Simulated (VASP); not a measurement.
# TiC (P-6m2) in VASP: further runs

TiC is run at these levels: PBE; tasks: single point, relaxation of cell and atoms.

Everything below comes from runs of VASP 6.6.1. Logs are shortened: lines on timing, memory, paths and dates and some standing lists are left out, and cuts for length are marked.

**1. The cell of the first run**

The structure is hexagonal, space group P-6m2 (No. 187). The conventional cell has a = 3.051 Å, b = 3.051 Å, c = 2.684 Å, α = 90.00°, β = 90.00°, γ = 120.00°. Ti (site symmetry -6m2) has 6 C at 2.21 Å and 2 Ti at 2.68 Å within 2.9 Å. Within 2.9 Å of C (site symmetry -6m2) lie 6 Ti at 2.21 Å and 2 C at 2.68 Å.

**2. Single point, PBE**

INCAR reads:

```
PREC     = Accurate       # precision mode
ENCUT    = 520            # plane-wave cutoff, eV
EDIFF    = 1E-6           # SCF threshold, eV
ISMEAR   = 0              # smearing method
SIGMA    = 0.1            # smearing width, eV
LREAL    = F              # projectors in reciprocal space
LASPH    = T              # aspherical terms in the spheres
NELM     = 100            # most SCF steps
ALGO     = Normal         # electronic algorithm
ISIF     = 2              # what is computed and relaxed
LWAVE    = F              # write WAVECAR
LCHARG   = F              # write CHGCAR
GGA      = PE             # functional
NBANDS   = 15             # bands
```

KPOINTS reads:

```
regular mesh
0
Gamma
  6 6 6
```

POSCAR reads:

```
TiC
1.0
    3.0511254927     -0.0000000030      0.0000000000
   -1.5255627438      2.6423521883      0.0000000000
    0.0000000000      0.0000000000      2.6841623633
Ti C
1 1
Direct
    0.0000000000      0.0000000000      0.0000000000
    0.6666666667      0.3333333333      0.5000000000
```

Potentials or basis: VASP PAW PBE potentials, release 64 (Ti_sv, C).

The run is started by

```bash
cat potpaw_PBE.64/Ti_sv/POTCAR potpaw_PBE.64/C/POTCAR > POTCAR
mpirun -np 1 vasp_std > vasp.out
```

OUTCAR:

```text
PREC = Accurate
   ENCUT = 520
   EDIFF = 1E-6
   ISMEAR = 0
   LREAL = F
   LASPH = T
   NELM = 100
   ISIF = 2
   GGA = PE

 ion  position               nearest neighbor table
   1  0.000  0.000  0.000-   2 2.21   2 2.21   2 2.21   2 2.21   2 2.21   2 2.21
   2  0.667  0.333  0.500-   1 2.21   1 2.21   1 2.21   1 2.21   1 2.21   1 2.21

  LATTYP: Found a hexagonal cell.
 ALAT       =     3.0511254927
 C/A-ratio  =     0.8797286017

  Lattice vectors:

 A1 = (   3.0511254927,  -0.0000000030,   0.0000000000)
 A2 = (  -1.5255627438,   2.6423521883,   0.0000000000)
 A3 = (   0.0000000000,   0.0000000000,   2.6841623633)

Analysis of symmetry for initial positions (statically):
=====================================================================
 Subroutine PRICEL returns:
 Original cell was already a primitive cell.

 Routine SETGRP: Setting up the symmetry group for a
 hexagonal supercell.

 Subroutine GETGRP returns: Found 12 space group operations
 (whereof 12 operations were pure point group operations)
 out of a pool of 24 trial point group operations.

The static configuration has the point symmetry D_3h.

Analysis of symmetry for dynamics (positions and initial velocities):
=====================================================================
 Subroutine PRICEL returns:
 Original cell was already a primitive cell.

 Routine SETGRP: Setting up the symmetry group for a
 hexagonal supercell.

 Subroutine GETGRP returns: Found 12 space group operations
 (whereof 12 operations were pure point group operations)
 out of a pool of 24 trial point group operations.

The dynamic configuration has the point symmetry D_3h.

 Subroutine INISYM returns: Found 12 space group operations
 (whereof 12 operations are pure point group operations),
 and found     1 'primitive' translations

----------------------------------------------------------------------------------------

                                     Primitive cell

  volume of cell :      21.6401

  direct lattice vectors                    reciprocal lattice vectors
     3.051125493 -0.000000003  0.000000000     0.327747909  0.189225343  0.000000000
    -1.525562744  2.642352188  0.000000000     0.000000000  0.378450687  0.000000000
     0.000000000  0.000000000  2.684162363     0.000000000  0.000000000  0.372555704

  length of vectors
     3.051125493  3.051125493  2.684162363     0.378450687  0.378450687  0.372555704

  position of ions in fractional coordinates (direct lattice)
     0.000000000  0.000000000  0.000000000
     0.666666667  0.333333333  0.500000000

  ion indices of the primitive-cell ions
   primitive index   ion index
                 1           1
                 2           2

----------------------------------------------------------------------------------------

 KPOINTS: regular mesh

Automatic generation of k-mesh.
 Grid dimensions read from file:
 generate k-points for:    6    6    6

 Generating k-lattice:

  Cartesian coordinates                     Fractional coordinates (reciprocal lattice)
     0.054624652  0.031537557  0.000000000     0.166666667  0.000000000  0.000000000
     0.000000000  0.063075114  0.000000000     0.000000000  0.166666667  0.000000000
     0.000000000  0.000000000  0.062092617     0.000000000  0.000000000  0.166666667

  Length of vectors
     0.063075114  0.063075114  0.062092617

  Shift w.r.t. Gamma in fractional coordinates (k-lattice)
     0.000000000  0.000000000  0.000000000

 Subroutine IBZKPT returns following result:
 ===========================================

 Found     28 irreducible k-points:

 Following reciprocal coordinates:
            Coordinates               Weight
  0.000000  0.000000  0.000000      1.000000
  0.166667  0.000000  0.000000      6.000000
  0.333333 -0.000000  0.000000      6.000000
  0.500000 -0.000000  0.000000      3.000000
  0.166667  0.166667  0.000000      6.000000
  0.333333  0.166667  0.000000     12.000000
[... 16 lines left out ...]
  0.166667  0.000000  0.500000      6.000000
  0.333333 -0.000000  0.500000      6.000000
 [... further k-points ...]
   k-points           NKPTS =     28   k-points in BZ     NKDIM =     28   number of bands    NBANDS=     15
   number of dos      NEDOS =    301   number of ions     NIONS =      2
   total plane-waves  NPLWV =  11520
   dimension x,y,z NGX =    24 NGY =   24 NGZ =   20
   dimension x,y,z NGXF=    48 NGYF=   48 NGZF=   40
   ions per type =               1   1
   NGX,Y,Z   is equivalent  to a cutoff of  13.08, 13.08, 12.39 a.u.
   NGXF,Y,Z  is equivalent  to a cutoff of  26.15, 26.15, 24.77 a.u.
 SYSTEM =  unknown system
   PREC   = accura    normal or accurate (medium, high low for compatibility)
   ISTART =      0    job   : 0-new  1-cont  2-samecut
   ICHARG =      2    charge: 1-file 2-atom 10-const
   ISPIN  =      1    spin polarized calculation?
   LNONCOLLINEAR =      F non collinear calculations
   LSORBIT =      F    spin-orbit coupling
   LASPH  =      T    aspherical Exc in radial PAW
   ENCUT  =  520.0 eV  38.22 Ry    6.18 a.u.   5.67  5.67  4.99*2*pi/ulx,y,z
   NELM   =    100;   NELMIN=  2; NELMDL= -5     # of ELM steps
   EDIFF  = 0.1E-05   stopping-criterion for ELM
   LREAL  =      F    real-space projection
   EDIFFG = 0.1E-04   stopping-criterion for IOM
   NSW    =      0    number of steps for IOM
   IBRION =     -1    ionic relax: 0-MD 1-quasi-New 2-CG
   NFREE  =      0    steps in history (QN), initial steepest desc. (CG)
   ISIF   =      2    stress and relaxation
   ISYM   =      2    0-nonsym 1-usesym 2-fastsym
   POTIM  = 0.5000    time-step for ionic-motion
   TEBEG  =    0.0;   TEEND  =   0.0 temperature during run
   PSTRESS=    0.0 pullay stress
   NELECT =      16.0000    total number of electrons
   NUPDOWN=      -1.0000    fix difference up-down
   EMIN   =  10.00;   EMAX   =-10.00  energy-range for DOS
   EFERMI =   0.00;   METHOD = LEGACY
   ISMEAR =     0;   SIGMA  =   0.10  broadening in eV -4-tet -1-fermi 0-gaus
   EFERMI_NEDOS =   21; number of points for ismear=-14 and -15
   IALGO  =     38    algorithm
   IMIX   =      4    mixing-type and parameters
     AMIX     =   0.40;   BMIX     =  1.00
     AMIX_MAG =   1.60;   BMIX_MAG =  1.00
  volume/ion in A,a.u.               =      10.82        73.02
  Fermi-wavevector in a.u.,A,eV,Ry     =   1.480341  2.797438 29.815919  2.191408
  Thomas-Fermi vector in A             =   2.594387
   LORBIT       =      0    0 simple, 1 ext, 2 COOP (PROOUT), +10 PAW based schemes
   GGA     = PE    functional components
   LHFCALC =     F    Hartree Fock is set to
   AEXX    =    0.0000 exact exchange contribution
   IVDW    =     0    specifies the selected vdW correction
   LEPSILON=     F    determine dielectric tensor
   LRPA    =     F    only Hartree local field effects (RPA)
 non-spin polarized calculation
 Gauss-broadening in eV      SIGMA  =   0.10
  energy-cutoff  :      520.00
  volume of cell :       21.64
 maximum number of plane-waves:       592
 NGX is ok and might be reduce to    24
   NGX = 11   NGY = 11   NGZ =  9

 number of electron      15.9999999 magnetization

 Free energy of the ion-electron system (eV)
  ---------------------------------------------------
  ext. energy  EPLUGINS =         0.00000000
  ---------------------------------------------------
  free energy    TOTEN  =       -17.35893308 eV

  energy without entropy =      -17.35807122  energy(sigma->0) =      -17.35850215

 E-fermi :   8.6332     XC(G=0): -12.2874

 val. band max:        8.4918856846   @ k =   0.3333   0.1667   0.0000
 cond. band min:       8.7589342513   @ k =   0.3333  -0.0000   0.0000
 fundamental gap:      0.2670485666
 Fermi energy:         8.6331678011

 k-point     1 :       0.0000    0.0000    0.0000
  band No.  band energies     occupation
      1     -47.9349      2.00000
      2     -24.0944      2.00000
      3     -24.0944      2.00000
      4     -23.6204      2.00000
      5      -3.3941      2.00000
      6       6.9741      2.00000
      7       6.9741      2.00000
      8       7.6542      2.00000
      9      10.9943      0.00000
     10      11.9653      0.00000
     11      11.9653      0.00000
     12      14.2968      0.00000
     13      14.2968      0.00000
     14      16.0622      0.00000
     15      24.2670      0.00000

 k-point     2 :       0.1667    0.0000    0.0000
  band No.  band energies     occupation
      1     -47.9221      2.00000
      2     -24.1949      2.00000
      3     -24.1170      2.00000
      4     -23.6090      2.00000
      5      -2.9111      2.00000
      6       6.0184      2.00000
      7       7.3408      2.00000
      8       7.9221      2.00000
      9       9.8000      0.00000
     10      11.8907      0.00000
     11      13.3518      0.00000
     12      13.4711      0.00000
     13      13.7371      0.00000
     14      17.3737      0.00000
     15      23.1557      0.00000

 k-point     3 :       0.3333   -0.0000    0.0000
  band No.  band energies     occupation
      1     -47.8963      2.00000
      2     -24.3911      2.00000
      3     -24.1617      2.00000
      4     -23.5862      2.00000
      5      -1.7673      2.00000
      6       4.5111      2.00000
      7       8.0402      2.00000
      8       8.2115      2.00000
      9       8.7589      0.07530
     10      11.7452      0.00000
     11      12.4361      0.00000
     12      12.6661      0.00000
     13      14.7318      0.00000
     14      19.0877      0.00000
     15      23.3476      0.00000
[... 343 lines left out ...]
 k-point    23 :       0.1667    0.0000    0.5000
  band No.  band energies     occupation
      1     -47.8194      2.00000
      2     -24.3785      2.00000
      3     -24.0998      2.00000
      4     -24.0320      2.00000
      5      -0.2196      2.00000
      6       3.4930      2.00000
      7       7.5093      2.00000
      8       7.6220      2.00000
      9       9.3381      0.00000
     10      10.2030      0.00000
     11      13.1773      0.00000
     12      13.5605      0.00000
     13      14.1011      0.00000
     14      20.1894      0.00000
     15      21.9955      0.00000

 k-point    24 :       0.3333   -0.0000    0.5000
  band No.  band energies     occupation
      1     -47.7956      2.00000
      2     -24.3300      2.00000
      3     -24.2714      2.00000
      4     -24.0708      2.00000
      5      -0.1971      2.00000
      6       4.3268      2.00000
      7       6.6021      2.00000
      8       6.6901      2.00000
      9       9.3511      0.00000
     10      11.2438      0.00000
     11      13.4875      0.00000
     12      13.6429      0.00000
     13      15.3745      0.00000
     14      19.3889      0.00000
     15      21.9005      0.00000

 [... further k-points ...]
[... 5 lines left out ...]
  --------------------------------------------------------------------------------------
  -------------------------------------------------------------------------------------
  Total        0.0311983      0.0311983      0.0074689     -0.0000000     -0.0000000      0.0000000
  in kB        2.3098439      2.3098439      0.5529761     -0.0000000     -0.0000000      0.0000000
  external PRESSURE =       1.7242213 kB  Pullay stress =       0.0000000 kB

 VOLUME and BASIS-vectors are now :
 -----------------------------------------------------------------------------
  energy-cutoff  :      520.00
  volume of cell :       21.64
      direct lattice vectors                 reciprocal lattice vectors
     3.051125493 -0.000000003  0.000000000     0.327747909  0.189225343  0.000000000
    -1.525562744  2.642352188  0.000000000     0.000000000  0.378450687  0.000000000
     0.000000000  0.000000000  2.684162363     0.000000000  0.000000000  0.372555704

 POSITION                                       TOTAL-FORCE (eV/Angst)
 -----------------------------------------------------------------------------------
      0.00000      0.00000      0.00000         0.000000      0.000000      0.000000
      1.52556      0.88078      1.34208        -0.000000     -0.000000      0.000000
 -----------------------------------------------------------------------------------
    total drift:                               -0.000000      0.000000      0.000000

  FREE ENERGIE OF THE ION-ELECTRON SYSTEM (eV)
  ---------------------------------------------------
  free  energy   TOTEN  =       -17.3589330755 eV

  energy  without entropy=      -17.3580712158  energy(sigma->0) =      -17.35850215
```

Run time: 9.3 s. Hardware: 1 thread of Intel Xeon Platinum 8259CL at 2.50GHz (Skylake/Cascade Lake), shared host; peak memory 0.13 GiB.

Results:

```
Free energy            : -17.3589 eV
Pressure               : 0.2 GPa
Band gap on the k mesh : 0.27 eV, indirect (least direct gap 0.39 eV)
```

Levels at points of the mesh, in eV from the valence-band top:
| k point | band 5 | band 6 | band 7 | band 8 | band 9 | band 10 | band 11 | band 12 |
| --- | --- | --- | --- | --- | --- | --- | --- | --- |
| (0.00, 0.00, 0.00) | -11.89 | -1.52 | -1.52 | -0.84 | 2.50 | 3.47 | 3.47 | 5.80 |
| (0.50, 0.00, 0.00) | -9.52 | -4.75 | -0.64 | -0.10 | 0.29 | 3.18 | 3.57 | 3.80 |
| (0.00, 0.00, 0.50) | -8.71 | -5.48 | -0.43 | -0.43 | 1.27 | 1.27 | 4.83 | 4.83 |
| (0.50, 0.00, 0.50) | -8.66 | -3.90 | -2.42 | -2.13 | 1.63 | 3.39 | 4.48 | 5.67 |

**3. Relaxation of cell and atoms, PBE**

This run uses another cell than the first one, of 11.09 Å³/atom, 1.025 times its volume.

INCAR reads:

```
ALGO = Normal
EDIFF = 1E-6
EDIFFG = -0.04
ENCUT = 600
GGA = PE
IBRION = 2
ISIF = 3
ISMEAR = 0
LASPH = True
LCHARG = False
LREAL = False
LWAVE = False
NELM = 100
NSW = 90
PREC = Accurate
SIGMA = 0.1
```

KPOINTS reads:

```
k-points
0
Gamma
  6 6 6
```

POSCAR reads:

```
TiC
1.0
    2.9845947500      0.0000000000      0.0000000000
   -1.4922973700      2.5847348700      0.0000000000
    0.0000000000      0.0000000000      2.8750788700
Ti C
1 1
Direct
    0.0000000000      0.0000000000      0.0000000000
    0.6666666700      0.3333333300      0.5000000000
```

Potentials or basis: VASP PAW PBE potentials, release 64 (Ti_sv, C).

The run is started by

```bash
cat potpaw_PBE.64/Ti_sv/POTCAR potpaw_PBE.64/C/POTCAR > POTCAR
mpirun -np 1 vasp_std > vasp.out
```

Wall time 56 s (1 thread of Intel Xeon Platinum 8259CL at 2.50GHz (Skylake/Cascade Lake), shared host); peak memory 0.14 GiB.

The run converged. Its results:

* Free energy: -17.3602 eV
* Relaxed volume: 10.84 Å³/atom
* Relaxed cell: a = 3.053 Å, b = 3.053 Å, c = 2.686 Å, α = 90.00°, β = 90.00°, γ = 120.00°
* Space group after relaxing (to 0.05 Å): P-6m2 (No. 187)
* Energy gained by relaxing: 63.2 meV/atom
* Ionic steps: 9
* Pressure after relaxing: -0.3 GPa
* Band gap on the k mesh: 0.27 eV, indirect (least direct gap 0.39 eV)

Stress tensor (GPa, compression positive):
```
-0.20  0.00  0.00
 0.00 -0.20  0.00
 0.00  0.00 -0.58
```

Step by step:
```csv
step,energy change (eV),largest force (eV/Å),pressure (GPa),volume (Å³)
1,0.0000,0.0000,-7.63,22.18
2,-0.0720,0.0000,14.25,20.46
3,-0.1048,0.0000,5.13,21.10
4,-0.1054,0.0000,5.95,21.04
5,-0.1224,0.0000,-2.04,21.92
6,-0.1263,0.0000,0.04,21.66
7,-0.1264,0.0000,0.35,21.62
8,-0.1264,0.0000,0.32,21.64
9,-0.1264,0.0000,-0.33,21.69
```

Final structure:
```yaml
crystal:
  lattice:
    - [3.05306, 0.00000, 0.00000]
    - [-1.52653, 2.64403, 0.00000]
    - [0.00000, 0.00000, 2.68640]
  atoms:
    - { symbol: Ti, position: [0.00000, 0.00000, 0.00000] }
    - { symbol: C, position: [0.66667, 0.33333, 0.50000] }
```

Levels at points of the mesh, in eV from the valence-band top:
```csv
k point,band 5,band 6,band 7,band 8,band 9,band 10,band 11,band 12
"(0.00, 0.00, 0.00)",-11.87,-1.51,-1.51,-0.83,2.50,3.47,3.47,5.79
"(0.50, 0.00, 0.00)",-9.51,-4.74,-0.64,-0.10,0.29,3.17,3.57,3.79
"(0.00, 0.00, 0.50)",-8.71,-5.47,-0.43,-0.43,1.26,1.26,4.82,4.87
"(0.50, 0.00, 0.50)",-8.65,-3.89,-2.42,-2.12,1.63,3.38,4.47,5.65
```

A k mesh can miss the band edges.
